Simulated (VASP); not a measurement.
# BaZrO3 (Pm-3m) in VASP: a series of runs, part 2 of 2

VASP 6.6.1. The steps go on from the part before.

### Step 3. Relaxation of cell and atoms, PBE, target pressure 20 GPa, at which the enthalpy is minimised

INCAR reads:

```
SYSTEM = BaZrO3
PREC = Accurate ; ENCUT = 600
EDIFF = 1E-7 ; ISMEAR = -1
SIGMA = 0.05 ; LREAL = .FALSE.
LASPH = .TRUE. ; NELM = 60
ALGO = Normal ; ISIF = 3
LWAVE = .FALSE. ; LCHARG = .FALSE.
GGA = PE ; IBRION = 2
NSW = 60 ; EDIFFG = -0.01
PSTRESS = 200.0
```

KPOINTS reads:

```
Automatic mesh
0
G
  6 6 6
  0 0 0
```

POSCAR reads:

```
BaZrO3
1.0
    4.1913400000      0.0000000000      0.0000000000
    0.0000000000      4.1913400000      0.0000000000
    0.0000000000      0.0000000000      4.1913400000
Ba Zr O
1 1 3
Direct
    0.0000000000      0.0000000000      0.0000000000
    0.5000000000      0.5000000000      0.5000000000
    0.5000000000      0.5000000000      0.0000000000
    0.5000000000      0.0000000000      0.5000000000
    0.0000000000      0.5000000000      0.5000000000
```

Potentials or basis: VASP PAW PBE potentials, release 64 (Ba_sv, Zr_sv, O).

The run is started by

```bash
> cat potpaw_PBE.64/Ba_sv/POTCAR potpaw_PBE.64/Zr_sv/POTCAR potpaw_PBE.64/O/POTCAR > POTCAR
> mpirun -np 1 vasp_std > vasp.out
```

Wall time 4 min (1 thread of Intel Xeon 8259CL, shared host); peak memory 0.24 GiB.

Results (log left out):

```
Free energy                                                : -41.2993 eV
Relaxed volume                                             : 13.67 Å³/atom
Relaxed cell                                               : a = 4.088 Å, b = 4.088 Å, c = 4.088 Å, α = 90.00°, β = 90.00°, γ = 90.00°
Space group after relaxing (to 0.1 Å)                      : Pm-3m (No. 221)
Energy change on relaxing (the run minimises the enthalpy) : +78.9 meV/atom
Ionic steps                                                : 4
Pressure after relaxing                                    : 19.9 GPa
Band gap on the k mesh                                     : 3.34 eV (least direct gap 3.47 eV)
```

Step by step:
```
step  energy change (eV)  largest force (eV/Å)  pressure (GPa)  volume (Å³)
   1              0.0000                0.0000            4.94        73.63
   2              2.4058                0.0000           60.26        59.85
   3              0.3725                0.0000           19.29        68.52
   4              0.3943                0.0000           19.90        68.34
```

Final structure:
```xyz
5
Lattice="4.0884 0.0000 0.0000 0.0000 4.0884 0.0000 0.0000 0.0000 4.0884" Properties=species:S:1:pos:R:3 pbc="T T T"
Ba    0.0000    0.0000    0.0000
Zr    2.0442    2.0442    2.0442
O     2.0442    2.0442    0.0000
O     2.0442    0.0000    2.0442
O     0.0000    2.0442    2.0442
```

Levels at points of the mesh, in eV from the valence-band top:
| k point | band 17 | band 18 | band 19 | band 20 | band 21 | band 22 | band 23 | band 24 |
| --- | --- | --- | --- | --- | --- | --- | --- | --- |
| (0.00, 0.00, 0.00) | -1.10 | -0.12 | -0.12 | -0.12 | 3.34 | 3.34 | 3.34 | 4.74 |
| (0.50, 0.00, 0.00) | -1.83 | -1.83 | -0.31 | -0.31 | 3.87 | 6.22 | 6.22 | 6.72 |
| (0.50, 0.50, 0.00) | -0.91 | -0.91 | -0.58 | -0.09 | 6.17 | 6.17 | 6.88 | 6.96 |
| (0.50, 0.50, 0.50) | -2.56 | 0.00 | 0.00 | 0.00 | 6.28 | 6.28 | 6.28 | 7.67 |

Caveat: the cell is relaxed towards a set pressure, so the run minimises the enthalpy, not the energy; spin-orbit coupling is left out, which moves the levels of the heavy elements. A k mesh can miss the band edges.

### Step 4. Relaxation of cell and atoms, PBE, target pressure 30 GPa, at which the enthalpy is minimised

INCAR reads:

```
SYSTEM = BaZrO3
PREC = Accurate ; ENCUT = 600
EDIFF = 1E-7 ; ISMEAR = -1
SIGMA = 0.05 ; LREAL = .False.
LASPH = .True. ; NELM = 60
ALGO = Normal ; ISIF = 3
LWAVE = .False. ; LCHARG = .False.
GGA = PE ; IBRION = 2
NSW = 60 ; EDIFFG = -0.01
PSTRESS = 300.0
```

KPOINTS reads:

```
Automatic mesh
0
Gamma
  6 6 6
  0 0 0
```

POSCAR is that of step 3.

The run is started by

```bash
> cat potpaw_PBE.64/Ba_sv/POTCAR potpaw_PBE.64/Zr_sv/POTCAR potpaw_PBE.64/O/POTCAR > POTCAR
> mpirun -np 1 vasp_std > vasp.out
```

Run time: 4.4 min. Hardware: 1 thread of Intel Xeon 8259CL, shared host; peak memory 0.24 GiB.

It converged, with:

| Item | Value |
| --- | --- |
| Free energy | -40.8833 eV |
| Relaxed volume | 13.13 Å³/atom |
| Relaxed cell | a = 4.034 Å, b = 4.034 Å, c = 4.034 Å, α = 90.00°, β = 90.00°, γ = 90.00° |
| Space group after relaxing (to 0.1 Å) | Pm-3m (No. 221) |
| Energy change on relaxing (the run minimises the enthalpy) | +162.1 meV/atom |
| Ionic steps | 5 |
| Pressure after relaxing | 30.0 GPa |
| Band gap on the k mesh | 3.42 eV (least direct gap 3.46 eV) |

Step by step:
| step | energy change (eV) | largest force (eV/Å) | pressure (GPa) | volume (Å³) |
| --- | --- | --- | --- | --- |
| 1 | 0.0000 | 0.0000 | 4.94 | 73.63 |
| 2 | 7.1275 | 0.0000 | 133.71 | 51.71 |
| 3 | 0.6987 | 0.0000 | 27.50 | 66.27 |
| 4 | 0.7824 | 0.0000 | 29.41 | 65.80 |
| 5 | 0.8104 | 0.0000 | 30.03 | 65.65 |

Final structure:
```
CELL_PARAMETERS angstrom
4.03409 0.00000 0.00000
0.00000 4.03409 0.00000
0.00000 0.00000 4.03409
ATOMIC_POSITIONS crystal
Ba 0.00000 0.00000 0.00000
Zr 0.50000 0.50000 0.50000
O 0.50000 0.50000 0.00000
O 0.50000 0.00000 0.50000
O 0.00000 0.50000 0.50000
```

Levels at points of the mesh, in eV from the valence-band top:
| k point | band 18 | band 19 | band 20 | band 21 | band 22 | band 23 |
| --- | --- | --- | --- | --- | --- | --- |
| (0.00, 0.00, 0.00) | -0.05 | -0.05 | -0.05 | 3.42 | 3.42 | 3.42 |
| (0.50, 0.00, 0.00) | -1.89 | -0.21 | -0.21 | 3.99 | 6.49 | 6.49 |
| (0.50, 0.50, 0.00) | -0.90 | -0.44 | -0.09 | 6.44 | 6.44 | 7.09 |
| (0.50, 0.50, 0.50) | 0.00 | 0.00 | 0.00 | 6.45 | 6.45 | 6.45 |

Caveat: the cell is relaxed towards a set pressure, so the run minimises the enthalpy, not the energy; spin-orbit coupling is left out, which moves the levels of the heavy elements. PBE gaps usually lie below the measured ones, often by a third to a half.

### Step 5. Single point, PBEsol

This run uses another cell than the first one, of 13.84 Å³/atom.

INCAR reads:

```
PREC     = Accurate       # precision mode
ENCUT    = 520            # plane-wave cutoff, eV
EDIFF    = 1E-7           # SCF threshold, eV
ISMEAR   = -1             # smearing method
SIGMA    = 0.05           # smearing width, eV
LREAL    = F              # projectors in reciprocal space
LASPH    = T              # aspherical terms in the spheres
NELM     = 80             # most SCF steps
ALGO     = Normal         # electronic algorithm
ISIF     = 2              # what is computed and relaxed
LWAVE    = F              # write WAVECAR
LCHARG   = F              # write CHGCAR
GGA      = PS             # functional
NBANDS   = 28             # bands
```

KPOINTS reads:

```
Automatic mesh
0
Gamma
  6 6 6
```

POSCAR, as its differences from that of step 4:

```diff
@@ -2,5 +2,5 @@
 1.0
-    4.1913400000      0.0000000000      0.0000000000
-    0.0000000000      4.1913400000      0.0000000000
-    0.0000000000      0.0000000000      4.1913400000
+    4.1057784409      0.0000000000      0.0000000000
+    0.0000000000      4.1057784409      0.0000000000
+    0.0000000000      0.0000000000      4.1057784409
 Ba Zr O
```

The run is started by

```bash
> cat potpaw_PBE.64/Ba_sv/POTCAR potpaw_PBE.64/Zr_sv/POTCAR potpaw_PBE.64/O/POTCAR > POTCAR
> mpirun -np 1 vasp_std > vasp.out
```

It took 61 s on 1 thread of Intel Xeon 8259CL, shared host; peak memory 0.2 GiB.

The run converged. Its results:

- Free energy: -43.4707 eV
- Pressure: 11.4 GPa
- Band gap on the k mesh: 3.23 eV (least direct gap 3.36 eV)

Levels at points of the mesh, in eV from the valence-band top:
| k point | band 18 | band 19 | band 20 | band 21 | band 22 | band 23 |
| --- | --- | --- | --- | --- | --- | --- |
| (0.00, 0.00, 0.00) | -0.14 | -0.14 | -0.14 | 3.23 | 3.23 | 3.23 |
| (0.50, 0.00, 0.00) | -1.85 | -0.34 | -0.34 | 3.75 | 6.10 | 6.10 |
| (0.50, 0.50, 0.00) | -0.93 | -0.62 | -0.09 | 6.05 | 6.05 | 6.76 |
| (0.50, 0.50, 0.50) | 0.00 | 0.00 | 0.00 | 6.15 | 6.15 | 6.15 |

Caveat: the cell stands under pressure; the PAW data sets were made with another functional, which shifts forces and pressure a little; spin-orbit coupling is left out, which moves the levels of the heavy elements. A k mesh can miss the band edges.

### Step 6. Single point, PBEsol

This run uses another cell than the first one, of 14.14 Å³/atom.

INCAR reads:

```
SYSTEM = BaZrO3
PREC = Accurate ; ENCUT = 520
EDIFF = 1E-7 ; ISMEAR = -1
SIGMA = 0.05 ; LREAL = .FALSE.
LASPH = .TRUE. ; NELM = 80
ALGO = Normal ; ISIF = 2
LWAVE = .FALSE. ; LCHARG = .FALSE.
GGA = PS ; NBANDS = 28
```

KPOINTS reads:

```
regular mesh
0
G
  6 6 6
  0 0 0
```

POSCAR, as its differences from that of step 5:

```diff
@@ -2,5 +2,5 @@
 1.0
-    4.1057784409      0.0000000000      0.0000000000
-    0.0000000000      4.1057784409      0.0000000000
-    0.0000000000      0.0000000000      4.1057784409
+    4.1346933262      0.0000000000      0.0000000000
+    0.0000000000      4.1346933262      0.0000000000
+    0.0000000000      0.0000000000      4.1346933262
 Ba Zr O
```

Potentials or basis: VASP PAW PBE potentials, release 64 (Ba_sv, Zr_sv, O).

The run is started by

```bash
> cat potpaw_PBE.64/Ba_sv/POTCAR potpaw_PBE.64/Zr_sv/POTCAR potpaw_PBE.64/O/POTCAR > POTCAR
> mpirun -np 1 vasp_std > vasp.out
```

It took 61 s on 1 thread of Intel Xeon 8259CL, shared host; peak memory 0.2 GiB.

The run converged. Its results:

```
Free energy            : -43.5574 eV
Pressure               : 7.2 GPa
Band gap on the k mesh : 3.19 eV (least direct gap 3.36 eV)
```

Levels at points of the mesh, in eV from the valence-band top:
```tsv
k point	band 16	band 17	band 18	band 19	band 20	band 21	band 22	band 23	band 24	band 25
(0.00, 0.00, 0.00)	-1.06	-1.06	-0.17	-0.17	-0.17	3.19	3.19	3.19	4.59	4.59
(0.50, 0.00, 0.00)	-1.83	-1.82	-1.82	-0.38	-0.38	3.68	5.96	5.96	6.51	6.81
(0.50, 0.50, 0.00)	-2.58	-0.93	-0.93	-0.68	-0.08	5.92	5.92	6.65	6.70	7.97
(0.50, 0.50, 0.50)	-2.58	-2.58	0.00	0.00	0.00	6.06	6.06	6.06	7.35	7.35
```

Caveat: the cell stands under pressure; the PAW data sets were made with another functional, which shifts forces and pressure a little; spin-orbit coupling is left out, which moves the levels of the heavy elements. PBEsol gaps usually lie below the measured ones, often by a third to a half.

### Step 7. Overview

```tsv
task	level	cell	cutoff (eV)	gap on the mesh (eV)	pressure (GPa)
relaxation of cell and atoms	PBE	relaxed to 10 GPa from a = 4.191 Å, 5 atoms	600	3.25	9.9
relaxation of cell and atoms	PBE	relaxed to 20 GPa from a = 4.191 Å, 5 atoms	600	3.34	19.9
relaxation of cell and atoms	PBE	relaxed to 30 GPa from a = 4.191 Å, 5 atoms	600	3.42	30.0
single point	PBEsol	a = 4.106 Å, 5 atoms	520	3.23	11.4
single point	PBEsol	a = 4.135 Å, 5 atoms	520	3.19	7.2
```

Alike in all rows: potentials or basis VASP PAW PBE potentials, release 64 (Ba_sv, Zr_sv, O); no spin polarisation; k mesh 6 × 6 × 6; smearing fermi-dirac 0.05 eV.

Caveats: spin-orbit coupling is left out, which moves the levels of the heavy elements; the cell is relaxed towards a set pressure, so the run minimises the enthalpy, not the energy (at least some runs); the cell stands under pressure (at least some runs); the PAW data sets were made with another functional, which shifts forces and pressure a little (at least some runs).

Total energies depend on the potentials used, so only differences within one code and one set of settings carry meaning.
